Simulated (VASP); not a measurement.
## W: single point with PBE

Crystal: W.

```
W
1.0
    -1.51744    1.51744    1.51744
     1.51744   -1.51744    1.51744
     1.51744    1.51744   -1.51744
W
1
Direct
  0.00000 0.00000 0.00000
```

This cell differs from its parent crystal: strain -0.050 along x and y, -0.050 along z.

| Item | Value |
| --- | --- |
| Program | VASP 6.6.1 |
| Task | single point |
| Functional | PBE |
| Potentials or basis | VASP PAW PBE potentials, release 64 (W_sv) |
| Cutoff | 520 eV |
| k mesh | 20 × 20 × 20 |
| Occupations | fermi-dirac, width 0.4 eV |
| Spin | no spin polarisation |
| Dipole correction | no |
| Further INCAR settings | ALGO = Normal; EDIFF = 1e-06; NBANDS = 13 |

| Quantity | Value |
| --- | --- |
| Pressure | 60.6 GPa |
| Band gap on the k mesh | zero (bands 7 and 8 overlap by 7.61 eV) |

Levels at points of the mesh, in eV from the Fermi level:
| k point | band 5 | band 6 | band 7 | band 8 | band 9 | band 10 |
| --- | --- | --- | --- | --- | --- | --- |
| (0.00, 0.00, 0.00) | -10.27 | -1.42 | -1.42 | -1.42 | 2.61 | 2.61 |
| (0.50, 0.00, 0.00) | -7.11 | -4.19 | 1.27 | 2.60 | 3.74 | 7.42 |
| (0.50, 0.50, 0.50) | -6.90 | -6.90 | 6.19 | 6.19 | 6.19 | 9.40 |

Run time: 20 s on 1 thread of Intel(R) Xeon(R) Platinum 8559C (Emerald Rapids) (shared host), peak memory 0.16 GiB.

Caveat: the cell differs from its parent crystal (strain -0.050 along x and y, -0.050 along z); the cell stands under pressure; so wide a smearing shifts energies and pressures; spin-orbit coupling is left out, which moves the levels of the heavy elements.
